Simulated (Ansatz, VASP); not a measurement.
## Al: VASP beside Ansatz

The input INCAR:

```
SYSTEM = Al
PREC = Accurate
ENCUT = 520
EDIFF = 1E-6
ISMEAR = 0
SIGMA = 0.15
LREAL = .False.
LASPH = .True.
NELM = 80
ALGO = Normal
ISIF = 2
LWAVE = .False.
LCHARG = .True.
GGA = PE
IVDW = 12
LELF = .True.
LVHAR = .True.
NBANDS = 14
```

File KPOINTS:

```
Automatic mesh
0
Gamma
  18 18 6
  0 0 0
```

File POSCAR:

```
Al
1.0
    2.8144222649      0.0000000000      0.0000000000
   -1.4072111325      2.4373611784      0.0000000000
    0.0000000000      0.0000000000      9.2410470711
Al
4
Direct
    0.0000000000      0.0000000000      0.0000000000
    0.3333333333      0.6666666667      0.2500000000
    0.0000000000      0.0000000000      0.5000000000
    0.6666666667      0.3333333333      0.7500000000
```

Input for Ansatz:

```yaml
crystal:
  lattice:
    - [2.8144222649, 0.0, 0.0]
    - [-1.4072111325, 2.4373611784, 0.0]
    - [0.0, 0.0, 9.2410470711]
  atoms:
    - { symbol: Al, position: [0.0, 0.0, 0.0] }
    - { symbol: Al, position: [0.3333333333, 0.6666666667, 0.25] }
    - { symbol: Al, position: [0.0, 0.0, 0.5] }
    - { symbol: Al, position: [0.6666666667, 0.3333333333, 0.75] }
basis:
  ecutwfc: 420
kpoints:
  mp_grid: { grid: [18, 18, 6] }
hamiltonian:
  xc: pbe
  pseudopotentials: { kind: paw, azcp: { folder: soft_1 } }
  dispersion: d3bj
scf:
  occupations: { method: gaussian, width: 0.15 }
output:
  forces: true
  stress: true
  eigenvalues: true
  write_density: true
  write_potential: true
  elf: true
  volumetric_format: npy
```

Alike in both runs: task single point; functional PBE; dispersion D3(BJ); k mesh 18 × 18 × 6; occupations gaussian, width 0.15 eV; no spin polarisation.

```csv
,VASP,Ansatz
version,VASP 6.6.1,Ansatz 0.2.0
potentials or method,"VASP PAW PBE potentials, release 64 (Al), cutoff 520 eV","scalar-relativistic, plane waves, PAW"
valence electrons in the cell,12,12
```

|  | VASP | Ansatz | Ansatz less VASP |
| --- | --- | --- | --- |
| gap on the k mesh at the Fermi level (eV) | none | none | - |
| pressure (GPa) | 0.0 | 0.0 | 0.00 |

A gap of «none» marks a metal or a gap that the smearing closes.
